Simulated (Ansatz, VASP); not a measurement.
# One calculation of Si, two programs

File INCAR:

```
ALGO     = Normal         # electronic algorithm
EDIFF    = 1E-6           # SCF threshold, eV
ENCUT    = 520            # plane-wave cutoff, eV
GGA      = CA             # functional
ISIF     = 2              # what is computed and relaxed
ISMEAR   = 0              # smearing method
LASPH    = T              # aspherical terms in the spheres
LCHARG   = F              # write CHGCAR
LREAL    = F              # projectors in reciprocal space
LWAVE    = F              # write WAVECAR
NBANDS   = 16             # bands
NELM     = 60             # most SCF steps
PREC     = Accurate       # precision mode
SIGMA    = 0.03           # smearing width, eV
```

The input KPOINTS:

```
k-points
0
Gamma
  12 12 6
```

File POSCAR:

```
Si
1.0
    3.7054125847      0.0000000000      0.0000000000
   -1.8527062924      3.2089814298      0.0000000000
    0.0000000000      0.0000000000      6.6197195825
Si
4
Direct
    0.3333333333      0.6666666667      0.0868883759
    0.6666666667      0.3333333333      0.5868883759
    0.3333333333      0.6666666667      0.4131116241
    0.6666666667      0.3333333333      0.9131116241
```

Input for Ansatz:

```yaml
crystal:
  lattice:
    - [3.7054125847, 0.0, 0.0]
    - [-1.8527062924, 3.2089814298, 0.0]
    - [0.0, 0.0, 6.6197195825]
  atoms:
    - { symbol: Si, position: [0.3333333333, 0.6666666667, 0.0868883759] }
    - { symbol: Si, position: [0.6666666667, 0.3333333333, 0.5868883759] }
    - { symbol: Si, position: [0.3333333333, 0.6666666667, 0.4131116241] }
    - { symbol: Si, position: [0.6666666667, 0.3333333333, 0.9131116241] }
basis:
  ecutwfc: 420
kpoints:
  mp_grid: { grid: [12, 12, 6] }
hamiltonian:
  xc: lda
  pseudopotentials: { kind: paw, azcp: { folder: soft_1 } }
scf:
  occupations: { method: gaussian, width: 0.03 }
output:
  forces: true
  stress: true
  eigenvalues: true
  write_density: true
  write_potential: true
  elf: true
  volumetric_format: npy
```

Alike in both runs: task single point; functional LDA; k mesh 12 × 12 × 6; occupations gaussian, width 0.03 eV; no spin polarisation.

```csv
,VASP,Ansatz
version,VASP 6.6.1,Ansatz 0.2.0
potentials or method,"VASP PAW LDA potentials, release 64 (Si), cutoff 520 eV","scalar-relativistic, plane waves, PAW"
valence electrons in the cell,16,16
```

|  | VASP | Ansatz | Ansatz less VASP |
| --- | --- | --- | --- |
| gap on the k mesh at the Fermi level (eV) | none | none | - |
| pressure (GPa) | -0.3 | -0.3 | -0.03 |
| traceless stress, the component that is largest in VASP (GPa) | 3.95 | 4.00 | +0.056 |
| rms of the force components (eV/Å) | 2.243 | 2.249 | +0.0064 |

Ansatz warns that its potentials were made for another functional, while VASP's fit it. LDA's correlation is that of Perdew and Zunger in VASP and of Perdew and Wang (1992) in Ansatz. Atom by atom the forces differ by 0.006 eV/Å (rms over components). A gap of «none» marks a metal or a gap that the smearing closes.
